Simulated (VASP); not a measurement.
# Zr (P6_3/mmc) in VASP: further runs

Runs on Zr. Level: PBEsol. Tasks: single point.

Everything below comes from runs of VASP 6.6.1. Logs are shortened: lines on timing, memory, paths and dates and some standing lists are left out, and cuts for length are marked.

## 1. The cell of the first run

It takes space group P6_3/mmc (No. 194, hexagonal). Conventional cell: a = 3.041 Å, b = 3.041 Å, c = 4.979 Å, α = 90.00°, β = 90.00°, γ = 120.00°. Zr (site symmetry -6m2) has 12 Zr at 3.04 to 3.05 Å within 4.0 Å.

## 2. Single point, PBEsol

INCAR

```
SYSTEM = Zr
PREC = Accurate ; ENCUT = 520
EDIFF = 1E-7 ; ISMEAR = 0
SIGMA = 0.05 ; LREAL = .False.
LASPH = .True. ; NELM = 60
ALGO = Fast ; ISIF = 2
LWAVE = .False. ; LCHARG = .False.
GGA = PS ; NBANDS = 19
```

KPOINTS

```
Automatic mesh
0
Gamma
  16 16 10
  0 0 0
```

POSCAR

```
Zr
1.0
    3.0410814146      0.0000000000      0.0000000000
   -1.5205407073      2.6336537600      0.0000000000
    0.0000000000      0.0000000000      4.9791990602
Zr
2
Direct
    0.3333333333      0.6666666667      0.2500000000
    0.6666666667      0.3333333333      0.7500000000
```

Potentials or basis: VASP PAW PBE potentials, release 64 (Zr_sv).

The run is started by

```sh
$ cat potpaw_PBE.64/Zr_sv/POTCAR > POTCAR
$ mpirun -np 1 vasp_std > vasp.out
```

OUTCAR:

```text
SYSTEM = Zr
   PREC = Accurate
   ENCUT = 520
   EDIFF = 1E-7
   ISMEAR = 0
   LREAL = .False.
   LASPH = .True.
   NELM = 60
   ISIF = 2
   GGA = PS

 ion  position               nearest neighbor table
   1  0.333  0.667  0.250-   2 3.05   2 3.05   2 3.05   2 3.05   2 3.05   2 3.05
   2  0.667  0.333  0.750-   1 3.05   1 3.05   1 3.05   1 3.05   1 3.05   1 3.05

  LATTYP: Found a hexagonal cell.
 ALAT       =     3.0410814146
 C/A-ratio  =     1.6373119892

  Lattice vectors:

 A1 = (   3.0410814146,   0.0000000000,   0.0000000000)
 A2 = (  -1.5205407073,   2.6336537600,   0.0000000000)
 A3 = (   0.0000000000,   0.0000000000,   4.9791990602)

Analysis of symmetry for initial positions (statically):
=====================================================================
 Subroutine PRICEL returns:
 Original cell was already a primitive cell.

 Routine SETGRP: Setting up the symmetry group for a
 hexagonal supercell.

 Subroutine GETGRP returns: Found 24 space group operations
 (whereof 12 operations were pure point group operations)
 out of a pool of 24 trial point group operations.

The static configuration has the point symmetry D_3d.
 The point group associated with its full space group is D_6h.

Analysis of symmetry for dynamics (positions and initial velocities):
=====================================================================
 Subroutine PRICEL returns:
 Original cell was already a primitive cell.

 Routine SETGRP: Setting up the symmetry group for a
 hexagonal supercell.

 Subroutine GETGRP returns: Found 24 space group operations
 (whereof 12 operations were pure point group operations)
 out of a pool of 24 trial point group operations.

The dynamic configuration has the point symmetry D_3d.
 The point group associated with its full space group is D_6h.

 Subroutine INISYM returns: Found 24 space group operations
 (whereof 12 operations are pure point group operations),
 and found     1 'primitive' translations

----------------------------------------------------------------------------------------

                                     Primitive cell

  volume of cell :      39.8792

  direct lattice vectors                    reciprocal lattice vectors
     3.041081415  0.000000000  0.000000000     0.328830394  0.189850317  0.000000000
    -1.520540707  2.633653760  0.000000000     0.000000000  0.379700633  0.000000000
     0.000000000  0.000000000  4.979199060     0.000000000  0.000000000  0.200835513

  length of vectors
     3.041081415  3.041081415  4.979199060     0.379700633  0.379700633  0.200835513

  position of ions in fractional coordinates (direct lattice)
     0.333333333  0.666666667  0.250000000
     0.666666667  0.333333333  0.750000000

  ion indices of the primitive-cell ions
   primitive index   ion index
                 1           1
                 2           2

----------------------------------------------------------------------------------------

 KPOINTS: Automatic mesh

Automatic generation of k-mesh.
 Grid dimensions read from file:
 generate k-points for:   16   16   10

 Generating k-lattice:

  Cartesian coordinates                     Fractional coordinates (reciprocal lattice)
     0.020551900  0.011865645  0.000000000     0.062500000  0.000000000  0.000000000
     0.000000000  0.023731290  0.000000000     0.000000000  0.062500000  0.000000000
     0.000000000  0.000000000  0.020083551     0.000000000  0.000000000  0.100000000

  Length of vectors
     0.023731290  0.023731290  0.020083551

  Shift w.r.t. Gamma in fractional coordinates (k-lattice)
     0.000000000  0.000000000  0.000000000

 Subroutine IBZKPT returns following result:
 ===========================================

 Found    180 irreducible k-points:

 Following reciprocal coordinates:
            Coordinates               Weight
  0.000000  0.000000  0.000000      1.000000
  0.062500  0.000000  0.000000      6.000000
  0.125000  0.000000  0.000000      6.000000
  0.187500  0.000000  0.000000      6.000000
  0.250000  0.000000  0.000000      6.000000
  0.312500  0.000000  0.000000      6.000000
[... 16 lines left out ...]
  0.187500  0.187500  0.000000      6.000000
  0.250000  0.187500  0.000000     12.000000
 [... further k-points ...]
   k-points           NKPTS =    180   k-points in BZ     NKDIM =    180   number of bands    NBANDS=     19
   number of dos      NEDOS =    301   number of ions     NIONS =      2
   total plane-waves  NPLWV =  23040
   dimension x,y,z NGX =    24 NGY =   24 NGZ =   40
   dimension x,y,z NGXF=    48 NGYF=   48 NGZF=   80
   ions per type =               2
   NGX,Y,Z   is equivalent  to a cutoff of  13.12, 13.12, 13.36 a.u.
   NGXF,Y,Z  is equivalent  to a cutoff of  26.24, 26.24, 26.71 a.u.
 SYSTEM =  Zr
   PREC   = accura    normal or accurate (medium, high low for compatibility)
   ISTART =      0    job   : 0-new  1-cont  2-samecut
   ICHARG =      2    charge: 1-file 2-atom 10-const
   ISPIN  =      1    spin polarized calculation?
   LNONCOLLINEAR =      F non collinear calculations
   LSORBIT =      F    spin-orbit coupling
   LASPH  =      T    aspherical Exc in radial PAW
   ENCUT  =  520.0 eV  38.22 Ry    6.18 a.u.   5.65  5.65  9.26*2*pi/ulx,y,z
   NELM   =     60;   NELMIN=  2; NELMDL= -5     # of ELM steps
   EDIFF  = 0.1E-06   stopping-criterion for ELM
   LREAL  =      F    real-space projection
   EDIFFG = 0.1E-05   stopping-criterion for IOM
   NSW    =      0    number of steps for IOM
   IBRION =     -1    ionic relax: 0-MD 1-quasi-New 2-CG
   NFREE  =      0    steps in history (QN), initial steepest desc. (CG)
   ISIF   =      2    stress and relaxation
   ISYM   =      2    0-nonsym 1-usesym 2-fastsym
   POTIM  = 0.5000    time-step for ionic-motion
   TEBEG  =    0.0;   TEEND  =   0.0 temperature during run
   PSTRESS=    0.0 pullay stress
   NELECT =      24.0000    total number of electrons
   NUPDOWN=      -1.0000    fix difference up-down
   EMIN   =  10.00;   EMAX   =-10.00  energy-range for DOS
   EFERMI =   0.00;   METHOD = LEGACY
   ISMEAR =     0;   SIGMA  =   0.05  broadening in eV -4-tet -1-fermi 0-gaus
   EFERMI_NEDOS =   21; number of points for ismear=-14 and -15
   IALGO  =     68    algorithm
   IMIX   =      4    mixing-type and parameters
     AMIX     =   0.40;   BMIX     =  1.00
     AMIX_MAG =   1.60;   BMIX_MAG =  1.00
  volume/ion in A,a.u.               =      19.94       134.56
  Fermi-wavevector in a.u.,A,eV,Ry     =   1.382175  2.611933 25.992692  1.910409
  Thomas-Fermi vector in A             =   2.506891
   LORBIT       =      0    0 simple, 1 ext, 2 COOP (PROOUT), +10 PAW based schemes
   GGA     = PS    functional components
   LHFCALC =     F    Hartree Fock is set to
   AEXX    =    0.0000 exact exchange contribution
   IVDW    =     0    specifies the selected vdW correction
   LEPSILON=     F    determine dielectric tensor
   LRPA    =     F    only Hartree local field effects (RPA)
 non-spin polarized calculation
 RMM-DIIS sequential band-by-band and
 Gauss-broadening in eV      SIGMA  =   0.05
  energy-cutoff  :      520.00
  volume of cell :       39.88
 maximum number of plane-waves:      1100
 NGX is ok and might be reduce to    24
   NGX = 11   NGY = 11   NGZ = 19

 number of electron      24.0000000 magnetization

 Free energy of the ion-electron system (eV)
  ---------------------------------------------------
  ext. energy  EPLUGINS =         0.00000000
  ---------------------------------------------------
  free energy    TOTEN  =       -17.95617247 eV

  energy without entropy =      -17.95419366  energy(sigma->0) =      -17.95518306

 E-fermi :  10.7003     XC(G=0): -11.9312

 val. band max:       10.6874663598   @ k =   0.2500   0.1875   0.4000
 cond. band min:      10.7007966130   @ k =   0.1250   0.0000   0.1000
 fundamental gap:      0.0133302532
 Fermi energy:        10.7003154785

 k-point     1 :       0.0000    0.0000    0.0000
  band No.  band energies     occupation
      1     -37.7895      2.00000
      2     -37.5252      2.00000
      3     -16.6254      2.00000
      4     -15.2189      2.00000
      5     -15.2189      2.00000
      6     -15.0645      2.00000
[... 11 lines left out ...]
     18      13.3425      0.00000
     19      15.9505      0.00000

 k-point     2 :       0.0625    0.0000    0.0000
  band No.  band energies     occupation
      1     -37.7807      2.00000
      2     -37.5207      2.00000
      3     -16.6061      2.00000
      4     -15.2680      2.00000
      5     -15.2341      2.00000
      6     -15.0746      2.00000
[... 11 lines left out ...]
     18      13.2157      0.00000
     19      16.0451      0.00000

 k-point     3 :       0.1250    0.0000    0.0000
  band No.  band energies     occupation
      1     -37.7553      2.00000
      2     -37.5082      2.00000
      3     -16.5494      2.00000
      4     -15.4070      2.00000
      5     -15.2760      2.00000
      6     -15.2150      2.00000
[... 11 lines left out ...]
     18      12.9021      0.00000
     19      16.2627      0.00000

 k-point     4 :       0.1875    0.0000    0.0000
  band No.  band energies     occupation
      1     -37.7163      2.00000
      2     -37.4901      2.00000
      3     -16.4598      2.00000
      4     -15.6132      2.00000
      5     -15.4172      2.00000
      6     -15.3363      2.00000
[... 11 lines left out ...]
     18      13.4386      0.00000
     19      16.4976      0.00000

 k-point     5 :       0.2500    0.0000    0.0000
  band No.  band energies     occupation
      1     -37.6684      2.00000
      2     -37.4702      2.00000
      3     -16.3444      2.00000
      4     -15.8532      2.00000
      5     -15.6450      2.00000
      6     -15.4045      2.00000
[... 11 lines left out ...]
     18      14.1970      0.00000
     19      16.6884      0.00000
[... 334 lines left out ...]
      2     -37.4357      2.00000
      3     -16.3652      2.00000
      4     -16.1215      2.00000
      5     -15.9301      2.00000
      6     -15.6598      2.00000
[... 11 lines left out ...]
     18      16.5622      0.00000
     19      17.9699      0.00000

 k-point    22 :       0.4375    0.1250    0.0000
  band No.  band energies     occupation
      1     -37.5096      2.00000
      2     -37.4364      2.00000
      3     -16.4058      2.00000
      4     -16.1491      2.00000
      5     -15.8819      2.00000
      6     -15.6804      2.00000
[... 11 lines left out ...]
     18      16.5645      0.00000
     19      18.4402      0.00000

 k-point    23 :       0.1875    0.1875    0.0000
  band No.  band energies     occupation
      1     -37.6056      2.00000
      2     -37.4488      2.00000
      3     -16.1816      2.00000
      4     -15.9758      2.00000
      5     -15.9576      2.00000
      6     -15.4974      2.00000
[... 11 lines left out ...]
     18      15.9322      0.00000
     19      16.4080      0.00000

 k-point    24 :       0.2500    0.1875    0.0000
  band No.  band energies     occupation
      1     -37.5616      2.00000
      2     -37.4387      2.00000
      3     -16.1426      2.00000
      4     -16.0556      2.00000
      5     -16.0366      2.00000
      6     -15.6075      2.00000
[... 11 lines left out ...]
     18      16.3549      0.00000
     19      17.0191      0.00000

 [... further k-points ...]
[... 5 lines left out ...]
  --------------------------------------------------------------------------------------
  -------------------------------------------------------------------------------------
  Total        3.5092156      3.5092156      3.5047213      0.0000000     -0.0000000      0.0000000
  in kB      140.9854891    140.9854891    140.8049296      0.0000000     -0.0000000      0.0000000
  external PRESSURE =     140.9253026 kB  Pullay stress =       0.0000000 kB

 VOLUME and BASIS-vectors are now :
 -----------------------------------------------------------------------------
  energy-cutoff  :      520.00
  volume of cell :       39.88
      direct lattice vectors                 reciprocal lattice vectors
     3.041081415  0.000000000  0.000000000     0.328830394  0.189850317  0.000000000
    -1.520540707  2.633653760  0.000000000     0.000000000  0.379700633  0.000000000
     0.000000000  0.000000000  4.979199060     0.000000000  0.000000000  0.200835513

 POSITION                                       TOTAL-FORCE (eV/Angst)
 -----------------------------------------------------------------------------------
     -0.00000      1.75577      1.24480         0.000000     -0.000000      0.000000
      1.52054      0.87788      3.73440        -0.000000      0.000000      0.000000
 -----------------------------------------------------------------------------------
    total drift:                                0.000000     -0.000000      0.000000

  FREE ENERGIE OF THE ION-ELECTRON SYSTEM (eV)
  ---------------------------------------------------
  free  energy   TOTEN  =       -17.9561724691 eV

  energy  without entropy=      -17.9541936573  energy(sigma->0) =      -17.95518306
```

Wall time 2.2 min (1 thread of Intel Xeon Platinum 8488C (Sapphire Rapids), shared host); peak memory 0.23 GiB.

Results:

```
Free energy            : -17.9562 eV
Pressure               : 14.1 GPa
Band gap on the k mesh : zero (band 12 reaches 11.73 eV, above the bottom of band 13 at 10.40 eV)
```

Caveat: the PAW data sets were made with another functional, which shifts forces and pressure a little.

## 3. Single point, PBEsol

This run uses another cell than the first one, of 20.70 Å³/atom, 1.038 times its volume.

INCAR

```
SYSTEM = Zr
  PREC = Accurate
  ENCUT = 520
  EDIFF = 1E-6
  ISMEAR = 0
  SIGMA = 0.05
  LREAL = .False.
  LASPH = .True.
  NELM = 100
  ALGO = Fast
  ISIF = 2
  LWAVE = .False.
  LCHARG = .False.
  GGA = PS
  NBANDS = 19
```

KPOINTS is that of step 2.

POSCAR

```
Zr
1.0
    3.0865292278      0.0000000000      0.0000000000
   -1.5432646139      2.6730127208      0.0000000000
    0.0000000000      0.0000000000      5.0186243388
Zr
2
Direct
    0.3333333333      0.6666666667      0.2500000000
    0.6666666667      0.3333333333      0.7500000000
```

Potentials or basis: VASP PAW PBE potentials, release 64 (Zr_sv).

The run is started by

```sh
$ cat potpaw_PBE.64/Zr_sv/POTCAR > POTCAR
$ mpirun -np 1 vasp_std > vasp.out
```

OUTCAR:

```text
SYSTEM = Zr
   PREC = Accurate
   ENCUT = 520
   EDIFF = 1E-6
   ISMEAR = 0
   LREAL = .False.
   LASPH = .True.
   NELM = 100
   ISIF = 2
   GGA = PS

 ion  position               nearest neighbor table
   1  0.333  0.667  0.250-   2 3.08   2 3.08   2 3.08   2 3.08   2 3.08   2 3.08
   2  0.667  0.333  0.750-   1 3.08   1 3.08   1 3.08   1 3.08   1 3.08   1 3.08

  LATTYP: Found a hexagonal cell.
 ALAT       =     3.0865292278
 C/A-ratio  =     1.6259766127

  Lattice vectors:

 A1 = (   3.0865292278,   0.0000000000,   0.0000000000)
 A2 = (  -1.5432646139,   2.6730127208,   0.0000000000)
 A3 = (   0.0000000000,   0.0000000000,   5.0186243388)

Analysis of symmetry for initial positions (statically):
=====================================================================
 Subroutine PRICEL returns:
 Original cell was already a primitive cell.

 Routine SETGRP: Setting up the symmetry group for a
 hexagonal supercell.

 Subroutine GETGRP returns: Found 24 space group operations
 (whereof 12 operations were pure point group operations)
 out of a pool of 24 trial point group operations.

[... 157 lines left out ...]

 Free energy of the ion-electron system (eV)
  ---------------------------------------------------
  ext. energy  EPLUGINS =         0.00000000
  ---------------------------------------------------
  free energy    TOTEN  =       -18.06668165 eV

  energy without entropy =      -18.06444667  energy(sigma->0) =      -18.06556416

 E-fermi :  10.2470     XC(G=0): -11.7506

 val. band max:       10.2430837108   @ k =   0.0625   0.0000   0.4000
 cond. band min:      10.2541601331   @ k =   0.4375   0.0000   0.0000
 fundamental gap:      0.0110764222
 Fermi energy:        10.2469577841

 k-point     1 :       0.0000    0.0000    0.0000
  band No.  band energies     occupation
      1     -38.3012      2.00000
      2     -38.0676      2.00000
      3     -17.0634      2.00000
      4     -15.8058      2.00000
      5     -15.8058      2.00000
      6     -15.6517      2.00000
[... 505 lines left out ...]
      6     -16.1422      2.00000
[... 11 lines left out ...]
     18      15.7144      0.00000
     19      16.2486      0.00000

 [... further k-points ...]
[... 5 lines left out ...]
  --------------------------------------------------------------------------------------
  -------------------------------------------------------------------------------------
  Total        2.3498084      2.3498084      2.3487235      0.0000000     -0.0000000      0.0000000
  in kB       90.9257583     90.9257583     90.8837758      0.0000000     -0.0000000      0.0000000
  external PRESSURE =      90.9117641 kB  Pullay stress =       0.0000000 kB

 VOLUME and BASIS-vectors are now :
 -----------------------------------------------------------------------------
  energy-cutoff  :      520.00
  volume of cell :       41.41
      direct lattice vectors                 reciprocal lattice vectors
     3.086529228  0.000000000  0.000000000     0.323988508  0.187054852  0.000000000
    -1.543264614  2.673012721  0.000000000     0.000000000  0.374109705  0.000000000
     0.000000000  0.000000000  5.018624339     0.000000000  0.000000000  0.199257791

 POSITION                                       TOTAL-FORCE (eV/Angst)
 -----------------------------------------------------------------------------------
     -0.00000      1.78201      1.25466         0.000000      0.000000      0.000000
      1.54326      0.89100      3.76397        -0.000000     -0.000000      0.000000
 -----------------------------------------------------------------------------------
    total drift:                               -0.000000      0.000000     -0.000000

  FREE ENERGIE OF THE ION-ELECTRON SYSTEM (eV)
  ---------------------------------------------------
  free  energy   TOTEN  =       -18.0666816530 eV

  energy  without entropy=      -18.0644466727  energy(sigma->0) =      -18.06556416
```

OSZICAR:

```text
N       E                     dE             d eps       ncg     rms          rms(c)
DAV:   1     0.214273803588E+03    0.21427E+03   -0.13395E+04  6840   0.127E+03
DAV:   2    -0.266289311361E+01   -0.21694E+03   -0.21267E+03  7938   0.372E+02
DAV:   3    -0.183606351625E+02   -0.15698E+02   -0.15547E+02 12336   0.722E+01
[... 12 lines left out ...]
RMM:  16    -0.180666743886E+02   -0.57549E-05   -0.33120E-05 10432   0.334E-02    0.162E-02
RMM:  17    -0.180666779203E+02   -0.35318E-05   -0.16968E-05  8164   0.225E-02    0.804E-03
RMM:  18    -0.180666800543E+02   -0.21340E-05   -0.11451E-05  7646   0.179E-02    0.354E-03
RMM:  19    -0.180666811685E+02   -0.11142E-05   -0.70050E-06  6774   0.138E-02    0.821E-04
RMM:  20    -0.180666816530E+02   -0.48446E-06   -0.42792E-06  6223   0.102E-02
   1 F= -.18066682E+02 E0= -.18065564E+02  d E =-.223498E-02
```

stdout:

```text
POSCAR found type information on POSCAR Zr
 POSCAR found :  1 types and       2 ions
 scaLAPACK will be used
 -----------------------------------------------------------------------------
|                                                                             |
|                                                                             |
|     You enforced a specific xc type in the INCAR file but a different       |
[... 18 lines left out ...]
WARNING in EDDRMM: call to ZHEGV failed, returncode =   8  4      5
WARNING in EDDRMM: call to ZHEGV failed, returncode =   6  3      5
WARNING in EDDRMM: call to ZHEGV failed, returncode =   8  4      5
WARNING in EDDRMM: call to ZHEGV failed, returncode =   8  4      5
WARNING in EDDRMM: call to ZHEGV failed, returncode =   8  4      7
WARNING in EDDRMM: call to ZHEGV failed, returncode =   8  4     18
WARNING in EDDRMM: call to ZHEGV failed, returncode =   6  3      9
```

It took 1.9 min on 1 thread of Intel Xeon Platinum 8488C (Sapphire Rapids), shared host; peak memory 0.23 GiB.

What came out:

```
Free energy            : -18.0667 eV
Pressure               : 9.1 GPa
Band gap on the k mesh : zero (band 12 reaches 11.25 eV, above the bottom of band 13 at 9.92 eV)
```

Caveat: the PAW data sets were made with another functional, which shifts forces and pressure a little.
